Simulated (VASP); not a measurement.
Wanted: the native input for a VASP 6.6.1 run.

| Item | Value |
| --- | --- |
| Task | single point |
| Functional | PBEsol |
| Potentials or basis | VASP PAW PBE potentials, release 64 (Ta_pv, N) |
| Cutoff | 520 eV |
| k mesh | 12 × 12 × 10 |
| Occupations | fermi-dirac, width 0.02 eV |
| Spin | no spin polarisation |
| Dipole correction | no |
| Further INCAR settings | ALGO = Normal; EDIFF = 1e-07; NBANDS = 15 |

The structure of TaN lies in POSCAR:

```
TaN
1.0
    2.9281727019      0.0000000000      0.0000000000
   -1.4640863509      2.5358719465      0.0000000000
    0.0000000000      0.0000000000      2.8733577875
Ta N
1 1
Direct
    0.3333333333      0.6666666667      0.5000000000
    0.0000000000      0.0000000000      0.0000000000
```

This cell differs from its parent crystal: volume scaled by 0.99.

These files were run (other wordings do the same):

INCAR

```
PREC = Accurate
ENCUT = 520
EDIFF = 1E-7
ISMEAR = -1
SIGMA = 0.02
LREAL = False
LASPH = True
NELM = 80
ALGO = Normal
ISIF = 2
LWAVE = False
LCHARG = False
GGA = PS
NBANDS = 15
```

KPOINTS

```
Automatic mesh
0
Gamma
  12 12 10
```

Potentials or basis: VASP PAW PBE potentials, release 64 (Ta_pv, N).

The run is started by

```console
$ cat potpaw_PBE.64/Ta_pv/POTCAR potpaw_PBE.64/N/POTCAR > POTCAR
$ mpirun -np 1 vasp_std > vasp.out
```

Results of the run:

```yaml
Pressure: -0.5 GPa
Band_gap_on_the_k_mesh: zero (band 8 reaches 8.60 eV, above the bottom of band 9 at 8.09 eV)
```

Caveat: the PAW data sets were made with another functional, which shifts forces and pressure a little; spin-orbit coupling is left out, which moves the levels of the heavy elements.

Wall time 11 s on 1 thread of Intel(R) Xeon(R) 6975P-C (Granite Rapids), on a shared host, peak memory 0.16 GiB.
